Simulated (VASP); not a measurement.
# CuO2 (Cmcm) in VASP: notebook

Runs on CuO2. Level: PBEsol. Tasks: single point.

Everything below comes from runs of VASP 6.6.1. Logs are shortened: lines on timing, memory, paths and dates and some standing lists are left out, and cuts for length are marked.

## Step 1: The cell of the first run

It takes space group Cmcm (No. 63, orthorhombic). Conventional cell: a = 2.882 Å, b = 10.630 Å, c = 4.343 Å, α = 90.00°, β = 90.00°, γ = 90.00°. Cu (site symmetry m2m) has 6 O at 1.89 to 2.22 Å within 2.5 Å. Within 2.6 Å of O (site symmetry m2m) lie 4 Cu at 1.94 to 2.22 Å and 1 O at 2.52 Å. Within 2.5 Å of O (site symmetry m2m) lie 2 Cu at 1.89 Å and 2 O at 2.43 Å.

## Step 2: Single point, PBEsol

File INCAR:

```
SYSTEM = CuO2
PREC = Accurate
ENCUT = 520
EDIFF = 1E-7
ISMEAR = -1
SIGMA = 0.05
LREAL = .False.
LASPH = .True.
NELM = 100
ALGO = Normal
ISIF = 2
LWAVE = .False.
LCHARG = .True.
GGA = PS
LELF = .True.
LVHAR = .True.
NBANDS = 32
```

File KPOINTS:

```
regular mesh
0
Gamma
  8 8 5
  0 0 0
```

File POSCAR:

```
CuO2
1.0
    1.4408673000     -5.3149619400      0.0000000000
    1.4408673000      5.3149619400      0.0000000000
    0.0000000000      0.0000000000      4.3434240000
Cu O
2 4
Direct
    0.1672530000      0.8327470000      0.7500000000
    0.8327470000      0.1672530000      0.2500000000
    0.7889700000      0.2110300000      0.7500000000
    0.2110300000      0.7889700000      0.2500000000
    0.5514860000      0.4485140000      0.7500000000
    0.4485140000      0.5514860000      0.2500000000
```

Potentials or basis: VASP PAW PBE potentials, release 64 (Cu, O).

The run is started by

```sh
$ cat potpaw_PBE.64/Cu/POTCAR potpaw_PBE.64/O/POTCAR > POTCAR
$ mpirun -np 1 vasp_std > vasp.out
```

OUTCAR:

```text
SYSTEM = CuO2
   PREC = Accurate
   ENCUT = 520
   EDIFF = 1E-7
   ISMEAR = -1
   LREAL = .False.
   LASPH = .True.
   NELM = 100
   ISIF = 2
   GGA = PS

 ion  position               nearest neighbor table
   1  0.167  0.833  0.750-   5 1.89   5 1.89   3 1.94   3 1.94   4 2.22   4 2.22
   2  0.833  0.167  0.250-   6 1.89   6 1.89   4 1.94   4 1.94   3 2.22   3 2.22
   3  0.789  0.211  0.750-   1 1.94   1 1.94   2 2.22   2 2.22
   4  0.211  0.789  0.250-   2 1.94   2 1.94   1 2.22   1 2.22
   5  0.551  0.449  0.750-   1 1.89   1 1.89
   6  0.449  0.551  0.250-   2 1.89   2 1.89

  LATTYP: Found a base centered orthorhombic cell.
 ALAT       =     2.8817346000
 B/A-ratio  =     3.6887241039
 C/A-ratio  =     1.5072255439

  Lattice vectors:

 A1 = (   1.4408673000,  -5.3149619400,   0.0000000000)
 A2 = (   1.4408673000,   5.3149619400,   0.0000000000)
 A3 = (   0.0000000000,   0.0000000000,   4.3434240000)

Analysis of symmetry for initial positions (statically):
=====================================================================
 Subroutine PRICEL returns:
 Original cell was already a primitive cell.

 Routine SETGRP: Setting up the symmetry group for a
 base centered orthorhombic supercell.

 Subroutine GETGRP returns: Found  8 space group operations
 (whereof  4 operations were pure point group operations)
 out of a pool of  8 trial point group operations.

The static configuration has the point symmetry C_2h.
 The point group associated with its full space group is D_2h.

Analysis of symmetry for dynamics (positions and initial velocities):
=====================================================================
 Subroutine PRICEL returns:
 Original cell was already a primitive cell.

 Routine SETGRP: Setting up the symmetry group for a
 base centered orthorhombic supercell.

 Subroutine GETGRP returns: Found  8 space group operations
 (whereof  4 operations were pure point group operations)
 out of a pool of  8 trial point group operations.

The dynamic configuration has the point symmetry C_2h.
 The point group associated with its full space group is D_2h.

 Subroutine INISYM returns: Found  8 space group operations
 (whereof  4 operations are pure point group operations),
 and found     1 'primitive' translations

----------------------------------------------------------------------------------------

                                     Primitive cell

  volume of cell :      66.5252

  direct lattice vectors                    reciprocal lattice vectors
     1.440867300 -5.314961940  0.000000000     0.347013219 -0.094074051  0.000000000
     1.440867300  5.314961940  0.000000000     0.347013219  0.094074051  0.000000000
     0.000000000  0.000000000  4.343424000     0.000000000  0.000000000  0.230233106

  length of vectors
     5.506806606  5.506806606  4.343424000     0.359538734  0.359538734  0.230233106

  position of ions in fractional coordinates (direct lattice)
     0.167253000  0.832747000  0.750000000
     0.832747000  0.167253000  0.250000000
     0.788970000  0.211030000  0.750000000
     0.211030000  0.788970000  0.250000000
     0.551486000  0.448514000  0.750000000
     0.448514000  0.551486000  0.250000000

  ion indices of the primitive-cell ions
   primitive index   ion index
                 1           1
                 2           2
                 3           3
                 4           4
                 5           5
                 6           6

----------------------------------------------------------------------------------------

 KPOINTS: regular mesh

Automatic generation of k-mesh.
 Grid dimensions read from file:
 generate k-points for:    8    8    5

 Generating k-lattice:

  Cartesian coordinates                     Fractional coordinates (reciprocal lattice)
     0.043376652 -0.011759256  0.000000000     0.125000000  0.000000000  0.000000000
     0.043376652  0.011759256  0.000000000     0.000000000  0.125000000  0.000000000
     0.000000000  0.000000000  0.046046621     0.000000000  0.000000000  0.200000000

  Length of vectors
     0.044942342  0.044942342  0.046046621

  Shift w.r.t. Gamma in fractional coordinates (k-lattice)
     0.000000000  0.000000000  0.000000000

 Subroutine IBZKPT returns following result:
 ===========================================

 Found     63 irreducible k-points:

 Following reciprocal coordinates:
            Coordinates               Weight
  0.000000  0.000000  0.000000      1.000000
  0.125000  0.000000  0.000000      4.000000
  0.250000  0.000000  0.000000      4.000000
  0.375000 -0.000000  0.000000      4.000000
  0.500000  0.000000  0.000000      2.000000
  0.125000  0.125000  0.000000      2.000000
[... 16 lines left out ...]
  0.125000  0.000000  0.200000      8.000000
  0.250000  0.000000  0.200000      8.000000
 [... further k-points ...]
   k-points           NKPTS =     63   k-points in BZ     NKDIM =     63   number of bands    NBANDS=     32
   number of dos      NEDOS =    301   number of ions     NIONS =      6
   total plane-waves  NPLWV =  56448
   dimension x,y,z NGX =    42 NGY =   42 NGZ =   32
   dimension x,y,z NGXF=    84 NGYF=   84 NGZF=   64
   ions per type =               2   4
   NGX,Y,Z   is equivalent  to a cutoff of  12.68, 12.68, 12.25 a.u.
   NGXF,Y,Z  is equivalent  to a cutoff of  25.36, 25.36, 24.50 a.u.
 SYSTEM =  CuO2
   PREC   = accura    normal or accurate (medium, high low for compatibility)
   ISTART =      0    job   : 0-new  1-cont  2-samecut
   ICHARG =      2    charge: 1-file 2-atom 10-const
   ISPIN  =      1    spin polarized calculation?
   LNONCOLLINEAR =      F non collinear calculations
   LSORBIT =      F    spin-orbit coupling
   LASPH  =      T    aspherical Exc in radial PAW
   ENCUT  =  520.0 eV  38.22 Ry    6.18 a.u.  10.24 10.24  8.08*2*pi/ulx,y,z
   NELM   =    100;   NELMIN=  2; NELMDL= -5     # of ELM steps
   EDIFF  = 0.1E-06   stopping-criterion for ELM
   LREAL  =      F    real-space projection
   EDIFFG = 0.1E-05   stopping-criterion for IOM
   NSW    =      0    number of steps for IOM
   IBRION =     -1    ionic relax: 0-MD 1-quasi-New 2-CG
   NFREE  =      0    steps in history (QN), initial steepest desc. (CG)
   ISIF   =      2    stress and relaxation
   ISYM   =      2    0-nonsym 1-usesym 2-fastsym
   POTIM  = 0.5000    time-step for ionic-motion
   TEBEG  =    0.0;   TEEND  =   0.0 temperature during run
   PSTRESS=    0.0 pullay stress
   NELECT =      46.0000    total number of electrons
   NUPDOWN=      -1.0000    fix difference up-down
   EMIN   =  10.00;   EMAX   =-10.00  energy-range for DOS
   EFERMI =   0.00;   METHOD = LEGACY
   ISMEAR =    -1;   SIGMA  =   0.05  broadening in eV -4-tet -1-fermi 0-gaus
   EFERMI_NEDOS =   21; number of points for ismear=-14 and -15
   IALGO  =     38    algorithm
   IMIX   =      4    mixing-type and parameters
     AMIX     =   0.40;   BMIX     =  1.00
     AMIX_MAG =   1.60;   BMIX_MAG =  1.00
  volume/ion in A,a.u.               =      11.09        74.82
  Fermi-wavevector in a.u.,A,eV,Ry     =   1.447656  2.735673 28.513830  2.095707
  Thomas-Fermi vector in A             =   2.565586
   LORBIT       =      0    0 simple, 1 ext, 2 COOP (PROOUT), +10 PAW based schemes
   GGA     = PS    functional components
   LHFCALC =     F    Hartree Fock is set to
   AEXX    =    0.0000 exact exchange contribution
   IVDW    =     0    specifies the selected vdW correction
   LEPSILON=     F    determine dielectric tensor
   LRPA    =     F    only Hartree local field effects (RPA)
 non-spin polarized calculation
  energy-cutoff  :      520.00
  volume of cell :       66.53
 maximum number of plane-waves:      1822
 NGX is ok and might be reduce to    42
   NGX = 21   NGY = 21   NGZ = 17

 number of electron      45.9999969 magnetization

 Free energy of the ion-electron system (eV)
  ---------------------------------------------------
  ext. energy  EPLUGINS =         0.00000000
  ---------------------------------------------------
  free energy    TOTEN  =       -29.52132508 eV

  energy without entropy =      -29.47183709  energy(sigma->0) =      -29.49658109

 E-fermi :   2.0132     XC(G=0): -11.0161

 val. band max:        2.0107092152   @ k =  -0.2500   0.1250   0.2000
 cond. band min:       2.0183328752   @ k =  -0.3750   0.1250   0.2000
 fundamental gap:      0.0076236600
 Fermi energy:         2.0131907198

 k-point     1 :       0.0000    0.0000    0.0000
  band No.  band energies     occupation
      1     -16.7868      2.00000
      2     -15.2982      2.00000
      3     -15.2721      2.00000
      4     -14.6343      2.00000
      5      -3.7909      2.00000
      6      -3.6265      2.00000
[... 24 lines left out ...]
     31      13.5111      0.00000
     32      14.7289      0.00000

 k-point     2 :       0.1250    0.0000    0.0000
  band No.  band energies     occupation
      1     -16.6579      2.00000
      2     -15.3188      2.00000
      3     -15.1927      2.00000
      4     -14.6320      2.00000
      5      -3.7189      2.00000
      6      -3.5383      2.00000
[... 24 lines left out ...]
     31      13.8887      0.00000
     32      14.6248      0.00000

 k-point     3 :       0.2500    0.0000    0.0000
  band No.  band energies     occupation
      1     -16.3105      2.00000
      2     -15.3032      2.00000
      3     -15.1013      2.00000
      4     -14.6107      2.00000
      5      -3.5250      2.00000
      6      -3.2988      2.00000
[... 24 lines left out ...]
     31      14.5177      0.00000
     32      14.9419      0.00000

 k-point     4 :       0.3750   -0.0000    0.0000
  band No.  band energies     occupation
      1     -15.8600      2.00000
      2     -15.2895      2.00000
      3     -15.1177      2.00000
      4     -14.5540      2.00000
      5      -3.3726      2.00000
      6      -3.2109      2.00000
[... 654 lines left out ...]
     31      14.1893      0.00000
     32      14.7613      0.00000

 k-point    23 :       0.1250    0.0000    0.2000
  band No.  band energies     occupation
      1     -16.5338      2.00000
      2     -15.4072      2.00000
      3     -15.1869      2.00000
      4     -14.6869      2.00000
      5      -3.7906      2.00000
      6      -3.5075      2.00000
[... 24 lines left out ...]
     31      14.3177      0.00000
     32      14.7762      0.00000

 k-point    24 :       0.2500    0.0000    0.2000
  band No.  band energies     occupation
      1     -16.2026      2.00000
      2     -15.3148      2.00000
      3     -15.1361      2.00000
      4     -14.6703      2.00000
      5      -3.5475      2.00000
      6      -3.3614      2.00000
[... 24 lines left out ...]
     31      14.3148      0.00000
     32      15.1953      0.00000

 [... further k-points ...]

------------------------ aborting loop because EDIFF is reached ----------------------------------------

  FORCE on cell =-STRESS in cart. coord.  units (eV):
  Direction    XX          YY          ZZ          XY          YZ          ZX
  --------------------------------------------------------------------------------------
  -------------------------------------------------------------------------------------
  Total       -6.9249802     -5.8038131     -4.2140517      0.0000000      0.0000000      0.0000000
  in kB     -166.7795330   -139.7776184   -101.4901917      0.0000000      0.0000000      0.0000000
  external PRESSURE =    -136.0157810 kB  Pullay stress =       0.0000000 kB

 VOLUME and BASIS-vectors are now :
 -----------------------------------------------------------------------------
  energy-cutoff  :      520.00
  volume of cell :       66.53
      direct lattice vectors                 reciprocal lattice vectors
     1.440867300 -5.314961940  0.000000000     0.347013219 -0.094074051  0.000000000
     1.440867300  5.314961940  0.000000000     0.347013219  0.094074051  0.000000000
     0.000000000  0.000000000  4.343424000     0.000000000  0.000000000  0.230233106

 POSITION                                       TOTAL-FORCE (eV/Angst)
 -----------------------------------------------------------------------------------
      1.44087      3.53708      3.25757         0.000000     -0.022690     -0.000000
      1.44087     -3.53708      1.08586         0.000000      0.022690     -0.000000
      1.44087     -3.07173      3.25757         0.000000      0.827580      0.000000
      1.44087      3.07173      1.08586         0.000000     -0.827580     -0.000000
      1.44087     -0.54729      3.25757         0.000000     -0.661918     -0.000000
      1.44087      0.54729      1.08586         0.000000      0.661918      0.000000
 -----------------------------------------------------------------------------------
    total drift:                               -0.000000      0.000000     -0.000000

  FREE ENERGIE OF THE ION-ELECTRON SYSTEM (eV)
  ---------------------------------------------------
  free  energy   TOTEN  =       -29.5213250830 eV

  energy  without entropy=      -29.4718370910  energy(sigma->0) =      -29.49658109
```

It took 2.5 min on 1 thread of Intel Xeon 6975P-C (Granite Rapids), shared host; peak memory 0.28 GiB.

What came out:

* Free energy: -29.5213 eV
* Pressure: -13.6 GPa
* Largest force: 0.828 eV/Å
* Band gap on the k mesh: zero (band 23 reaches 2.13 eV, above the bottom of band 24 at 1.84 eV)

Forces on the atoms (eV/Å):
```
Cu   0.000 -0.023  0.000
Cu   0.000  0.023  0.000
O    0.000  0.828  0.000
O    0.000 -0.828  0.000
O    0.000 -0.662  0.000
O    0.000  0.662  0.000
```

Stress tensor (GPa, compression positive):
```
-16.68   0.00   0.00
  0.00 -13.98   0.00
  0.00   0.00 -10.15
```

Levels at points of the mesh, in eV from the Fermi level:
| k point | band 21 | band 22 | band 23 | band 24 | band 25 | band 26 |
| --- | --- | --- | --- | --- | --- | --- |
| (0.00, 0.00, 0.00) | -1.05 | -1.02 | -0.57 | -0.02 | 0.83 | 1.11 |
| (0.50, 0.00, 0.00) | -1.79 | -1.63 | -1.33 | 0.34 | 0.51 | 0.60 |
| (0.50, 0.50, 0.00) | -1.18 | -1.13 | -0.92 | 0.37 | 0.97 | 1.10 |

Caveat: the PAW data sets were made with another functional, which shifts forces and pressure a little; semilocal functionals often make such compounds metallic where correlation or magnetic order opens a gap, which also shifts bond lengths. With open d or f shells a metallic result of PBEsol can be an artefact of self-interaction; +U or a hybrid may open a gap.

## Step 3: Single point, PBEsol

This run uses another cell than the first one, of 11.53 Å³/atom, 1.040 times its volume.

File INCAR:

```
SYSTEM = CuO2
PREC     = Accurate       ! precision mode
ENCUT    = 520            ! plane-wave cutoff, eV
EDIFF    = 1E-7           ! SCF threshold, eV
ISMEAR   = -1             ! smearing method
SIGMA    = 0.05           ! smearing width, eV
LREAL    = .False.        ! projectors in reciprocal space
LASPH    = .True.         ! aspherical terms in the spheres
NELM     = 80             ! most SCF steps
ALGO     = Normal         ! electronic algorithm
ISIF     = 2              ! what is computed and relaxed
LWAVE    = .False.        ! write WAVECAR
LCHARG   = .False.        ! write CHGCAR
GGA      = PS             ! functional
NBANDS   = 32             ! bands
```

KPOINTS is that of step 2.

Changes to POSCAR since step 2:

```diff
@@ -2,4 +2,4 @@
 1.0
-    1.4408673000     -5.3149619400      0.0000000000
-    1.4408673000      5.3149619400      0.0000000000
+    1.4691196000     -5.4191768800      0.0000000000
+    1.4691196000      5.4191768800      0.0000000000
     0.0000000000      0.0000000000      4.3434240000
```

Potentials or basis: VASP PAW PBE potentials, release 64 (Cu, O).

The run is started by

```sh
$ cat potpaw_PBE.64/Cu/POTCAR potpaw_PBE.64/O/POTCAR > POTCAR
$ mpirun -np 1 vasp_std > vasp.out
```

Run time: 2.2 min. Hardware: 1 thread of Intel Xeon 6975P-C (Granite Rapids), shared host; peak memory 0.29 GiB.

It converged, with:

```yaml
Free_energy: -29.2287 eV
Pressure: -18.2 GPa
Largest_force: 1.094 eV/Å
Band_gap_on_the_k_mesh: zero (band 23 reaches 1.76 eV, above the bottom of band 24 at 1.43 eV)
```

Forces in eV/Å, atoms in the order of the input:
```
Cu   0.000 -0.020  0.000
Cu   0.000  0.020  0.000
O    0.000  1.094  0.000
O    0.000 -1.094  0.000
O    0.000 -0.996  0.000
O    0.000  0.996  0.000
```

Stress tensor (GPa, compression positive):
```
-22.44   0.00   0.00
  0.00 -18.75   0.00
  0.00   0.00 -13.35
```

Levels at points of the mesh, in eV from the Fermi level:
| k point | band 20 | band 21 | band 22 | band 23 | band 24 | band 25 | band 26 | band 27 |
| --- | --- | --- | --- | --- | --- | --- | --- | --- |
| (0.00, 0.00, 0.00) | -1.32 | -1.05 | -0.98 | -0.56 | 0.03 | 0.69 | 0.98 | 5.28 |
| (0.50, 0.00, 0.00) | -1.75 | -1.73 | -1.57 | -1.33 | 0.33 | 0.40 | 0.51 | 9.25 |
| (0.50, 0.50, 0.00) | -1.34 | -1.13 | -1.10 | -0.89 | 0.36 | 0.82 | 0.96 | 6.70 |

Caveat: the PAW data sets were made with another functional, which shifts forces and pressure a little; semilocal functionals often make such compounds metallic where correlation or magnetic order opens a gap, which also shifts bond lengths.

## Step 4: Single point, PBEsol

This run uses another cell than the first one, of 9.82 Å³/atom, 0.886 times its volume.

File INCAR:

```
PREC = Accurate ; ENCUT = 520
EDIFF = 1E-7 ; ISMEAR = -1
SIGMA = 0.05 ; LREAL = False
LASPH = True ; NELM = 60
ALGO = Normal ; ISIF = 2
LWAVE = False ; LCHARG = False
GGA = PS ; NBANDS = 32
```

File KPOINTS:

```
Automatic mesh
0
Gamma
  9 9 5
```

Changes to POSCAR since step 3:

```diff
@@ -2,4 +2,4 @@
 1.0
-    1.4691196000     -5.4191768800      0.0000000000
-    1.4691196000      5.4191768800      0.0000000000
+    1.3561104000     -5.0023171200      0.0000000000
+    1.3561104000      5.0023171200      0.0000000000
     0.0000000000      0.0000000000      4.3434240000
```

The run is started by

```sh
$ cat potpaw_PBE.64/Cu/POTCAR potpaw_PBE.64/O/POTCAR > POTCAR
$ mpirun -np 1 vasp_std > vasp.out
```

Wall time 1.8 min (1 thread of Intel Xeon 6975P-C (Granite Rapids), shared host); peak memory 0.28 GiB.

Results (log left out):

| Property | Result |
| --- | --- |
| Free energy | -29.6516 eV |
| Pressure | 9.4 GPa |
| Largest force | 1.123 eV/Å |
| Band gap on the k mesh | zero (band 23 reaches 3.40 eV, above the bottom of band 24 at 3.06 eV) |

Forces in eV/Å, atoms in the order of the input:
```
Cu   0.000 -0.081  0.000
Cu   0.000  0.081  0.000
O    0.000 -0.648  0.000
O    0.000  0.648  0.000
O    0.000  1.123  0.000
O    0.000 -1.123  0.000
```

Stress tensor (GPa, compression positive):
```
15.62  0.00  0.00
 0.00 11.46  0.00
 0.00  0.00  0.99
```

Levels at points of the mesh, in eV from the Fermi level:
```csv
k point,band 20,band 21,band 22,band 23,band 24,band 25,band 26,band 27
"(0.00, 0.00, 0.00)",-1.25,-1.10,-1.03,-0.57,-0.23,1.37,1.65,6.71
```

Caveat: the PAW data sets were made with another functional, which shifts forces and pressure a little; semilocal functionals often make such compounds metallic where correlation or magnetic order opens a gap, which also shifts bond lengths. With open d or f shells a metallic result of PBEsol can be an artefact of self-interaction; +U or a hybrid may open a gap.

## Step 5: Overview

```tsv
cell	k mesh	gap on the mesh (eV)	pressure (GPa)	largest force (eV/Å)
a = 5.507, b = 5.507, c = 4.343 Å, angles 90.0, 90.0, 149.7°, 6 atoms	8 × 8 × 5	none	-13.6	0.83
a = 5.615, b = 5.615, c = 4.343 Å, angles 90.0, 90.0, 149.7°, 6 atoms	8 × 8 × 5	none	-18.2	1.09
a = 5.183, b = 5.183, c = 4.343 Å, angles 90.0, 90.0, 149.7°, 6 atoms	9 × 9 × 5	none	9.4	1.12
```

Alike in all rows: task single point; level PBEsol; potentials or basis VASP PAW PBE potentials, release 64 (Cu, O); no spin polarisation; cutoff (eV) 520; smearing fermi-dirac 0.05 eV.

Caveats: the PAW data sets were made with another functional, which shifts forces and pressure a little; semilocal functionals often make such compounds metallic where correlation or magnetic order opens a gap, which also shifts bond lengths.

Absolute energies hang on the potentials; compare differences alone.
